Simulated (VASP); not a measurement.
# Al2Cu in VASP: a series of runs, part 2 of 2

VASP 6.6.1. Earlier steps stand in the parts before.

### Step 3. Single point, PBE

This run uses another cell than the first one, of 16.30 Å³/atom, 1.020 times its volume.

The input, INCAR:

```
SYSTEM = Al2Cu
PREC = Accurate ; ENCUT = 520
EDIFF = 1E-6 ; ISMEAR = -1
SIGMA = 0.05 ; LREAL = .False.
LASPH = .True. ; NELM = 80
ALGO = Normal ; ISIF = 2
LWAVE = .False. ; LCHARG = .False.
GGA = PE ; NBANDS = 16
```

The input, KPOINTS:

```
Automatic mesh
0
Gamma
  9 9 9
  0 0 0
```

The input, POSCAR:

```
Al2Cu
1.0
   -2.0570555311      2.0570555311      2.8886126973
    2.0570555311     -2.0570555311      2.8886126973
    2.0570555311      2.0570555311     -2.8886126973
Cu Al
1 2
Direct
    0.5000000000      0.5000000000      0.0000000000
    0.2500000000      0.7500000000      0.5000000000
    0.7500000000      0.2500000000      0.5000000000
```

Potentials or basis: VASP PAW PBE potentials, release 64 (Cu, Al).

Run with:

```bash
$ cat potpaw_PBE.64/Cu/POTCAR potpaw_PBE.64/Al/POTCAR > POTCAR
$ mpirun -np 1 vasp_std > vasp.out
```

OUTCAR:

```text
SYSTEM = Al2Cu
   PREC = Accurate
   ENCUT = 520
   EDIFF = 1E-6
   ISMEAR = -1
   LREAL = .False.
   LASPH = .True.
   NELM = 80
   ISIF = 2
   GGA = PE

 ion  position               nearest neighbor table
   1  0.500  0.500  0.000-   2 2.51   3 2.51   2 2.51   3 2.51   2 2.51   3 2.51   2 2.51   3 2.51

   2  0.250  0.750  0.500-   1 2.51   1 2.51   1 2.51   1 2.51   3 2.89   3 2.89   3 2.91   3 2.91
                             3 2.91   3 2.91
   3  0.750  0.250  0.500-   1 2.51   1 2.51   1 2.51   1 2.51   2 2.89   2 2.89   2 2.91   2 2.91
[... 654 lines left out ...]
  FORCE on cell =-STRESS in cart. coord.  units (eV):
  Direction    XX          YY          ZZ          XY          YZ          ZX
  --------------------------------------------------------------------------------------
  -------------------------------------------------------------------------------------
  Total       -0.2861486     -0.2861486     -0.2439048      0.0000000      0.0000000      0.0000000
  in kB       -9.3769344     -9.3769344     -7.9926268      0.0000000      0.0000000      0.0000000
  external PRESSURE =      -8.9154985 kB  Pullay stress =       0.0000000 kB

 VOLUME and BASIS-vectors are now :
 -----------------------------------------------------------------------------
  energy-cutoff  :      520.00
  volume of cell :       48.89
      direct lattice vectors                 reciprocal lattice vectors
    -2.057055531  2.057055531  2.888612697     0.000000000  0.243065874  0.173093472
     2.057055531 -2.057055531  2.888612697     0.243065874  0.000000000  0.173093472
     2.057055531  2.057055531 -2.888612697     0.243065874  0.243065874  0.000000000

 POSITION                                       TOTAL-FORCE (eV/Angst)
 -----------------------------------------------------------------------------------
      0.00000      0.00000      2.88861         0.000000     -0.000000      0.000000
      2.05706     -0.00000      1.44431        -0.000000     -0.000000     -0.000000
     -0.00000      2.05706      1.44431         0.000000      0.000000     -0.000000
 -----------------------------------------------------------------------------------
    total drift:                                0.000000     -0.000000      0.000000

  FREE ENERGIE OF THE ION-ELECTRON SYSTEM (eV)
  ---------------------------------------------------
  free  energy   TOTEN  =       -11.7400001690 eV

  energy  without entropy=      -11.7271406960  energy(sigma->0) =      -11.73357043
```

stdout:

```text
POSCAR found type information on POSCAR CuAl
 POSCAR found :  2 types and       3 ions
 scaLAPACK will be used
 LDA part: xc-table for (Slater+PW92), standard interpolation
 POSCAR, INCAR and KPOINTS ok, starting setup
 FFT: planning ... GRIDC
 FFT: planning ... GRID_SOFT
 FFT: planning ... GRID
 WAVECAR not read
 entering main loop
```

Wall time 31 s (1 thread of Intel Xeon 6975P-C (Granite Rapids), shared host); peak memory 0.2 GiB.

Results:

| Quantity | Value |
| --- | --- |
| Free energy | -11.7400 eV |
| Pressure | -0.9 GPa |

### Step 4. Single point, PBE

This run uses another cell than the first one, of 16.61 Å³/atom, 1.039 times its volume.

The input, INCAR:

```
SYSTEM = Al2Cu
PREC = Accurate
ENCUT = 520
EDIFF = 1E-6
ISMEAR = -1
SIGMA = 0.05
LREAL = .False.
LASPH = .True.
NELM = 60
ALGO = Normal
ISIF = 2
LWAVE = .False.
LCHARG = .False.
GGA = PE
NBANDS = 16
```

KPOINTS is that of step 3.

The input, POSCAR:

```
Al2Cu
1.0
   -2.0701581488      2.0701581488      2.9070120003
    2.0701581488     -2.0701581488      2.9070120003
    2.0701581488      2.0701581488     -2.9070120003
Cu Al
1 2
Direct
    0.5000000000      0.5000000000      0.0000000000
    0.2500000000      0.7500000000      0.5000000000
    0.7500000000      0.2500000000      0.5000000000
```

Run with:

```bash
$ cat potpaw_PBE.64/Cu/POTCAR potpaw_PBE.64/Al/POTCAR > POTCAR
$ mpirun -np 1 vasp_std > vasp.out
```

It took 26 s on 1 thread of Intel Xeon 6975P-C (Granite Rapids), shared host; peak memory 0.2 GiB.

It converged, with:

```yaml
Free_energy: -11.7306 eV
Pressure: -2.5 GPa
```

Stress tensor (GPa, compression positive):
```
-2.58  0.00  0.00
 0.00 -2.58  0.00
 0.00  0.00 -2.44
```

Levels at points of the mesh, in eV from the Fermi level:
| k point | band 7 | band 8 | band 9 | band 10 | band 11 | band 12 |
| --- | --- | --- | --- | --- | --- | --- |
| (0.00, 0.00, 0.00) | 2.72 | 2.80 | 2.80 | 2.92 | 2.92 | 2.97 |

### Step 5. Single point, PBE (atoms moved at random)

The input, INCAR:

```
SYSTEM = Al2Cu
ALGO     = Fast           ! electronic algorithm
EDIFF    = 1E-6           ! SCF threshold, eV
ENCUT    = 520            ! plane-wave cutoff, eV
GGA      = PE             ! functional
ISIF     = 2              ! what is computed and relaxed
ISMEAR   = -1             ! smearing method
LASPH    = .True.         ! aspherical terms in the spheres
LCHARG   = .True.         ! write CHGCAR
LELF     = .True.         ! ELF
LREAL    = .False.        ! projectors in reciprocal space
LVHAR    = .True.       
LWAVE    = .False.        ! write WAVECAR
NBANDS   = 16             ! bands
NELM     = 60             ! most SCF steps
PREC     = Accurate       ! precision mode
SIGMA    = 0.05           ! smearing width, eV
```

The input, KPOINTS:

```
k-points
0
Gamma
  9 9 9
  0 0 0
```

The input, POSCAR:

```
Al2Cu
1.0
   -2.0303375000      2.0303375000      2.8510940000
    2.0303375000     -2.0303375000      2.8510940000
    2.0303375000      2.0303375000     -2.8510940000
Cu Al
1 2
Direct
    0.5041870000      0.4947320000      0.0022620000
    0.2455800000      0.7451240000      0.5011330000
    0.7479760000      0.2497260000      0.5009340000
```

Run with:

```bash
$ cat potpaw_PBE.64/Cu/POTCAR potpaw_PBE.64/Al/POTCAR > POTCAR
$ mpirun -np 1 vasp_std > vasp.out
```

Wall time 3.1 min (1 thread of Intel Xeon 6975P-C (Granite Rapids), shared host); peak memory 0.37 GiB.

The run converged. Its results:

- Free energy: -11.7223 eV
- Pressure: 3.2 GPa
- Largest force: 0.237 eV/Å

Forces in eV/Å, atoms in the order of the input:
```
Cu   0.134 -0.181 -0.075
Al  -0.051  0.076  0.116
Al  -0.083  0.105 -0.040
```

Stress tensor (GPa, compression positive):
```
 2.69  0.02 -0.11
 0.02  3.55 -0.09
-0.11 -0.09  3.31
```

Levels at points of the mesh, in eV from the Fermi level:
```
           k point  band 6  band 7  band 8  band 9  band 10  band 11  band 12  band 13
(0.00, 0.00, 0.00)   -4.03    2.84    2.91    2.94     2.97     3.00     3.05     4.36
```

Caveat: the cell differs from its parent crystal (atoms moved at random).

### Step 6. Summary

```csv
cell,gap on the mesh (eV),pressure (GPa)
"a = 4.073 Å, angles 119.8, 119.8, 90.4°, 3 atoms",none,1.0
"a = 4.100 Å, angles 119.8, 119.8, 90.4°, 3 atoms",none,-0.9
"a = 4.126 Å, angles 119.8, 119.8, 90.4°, 3 atoms",none,-2.5
"a = 4.046 Å, angles 119.8, 119.8, 90.4°, 3 atoms",none,3.2
```

Alike in all rows: task single point; level PBE; potentials or basis VASP PAW PBE potentials, release 64 (Cu, Al); no spin polarisation; k mesh 9 × 9 × 9; cutoff (eV) 520; smearing fermi-dirac 0.05 eV.

Absolute energies hang on the potentials; compare differences alone.
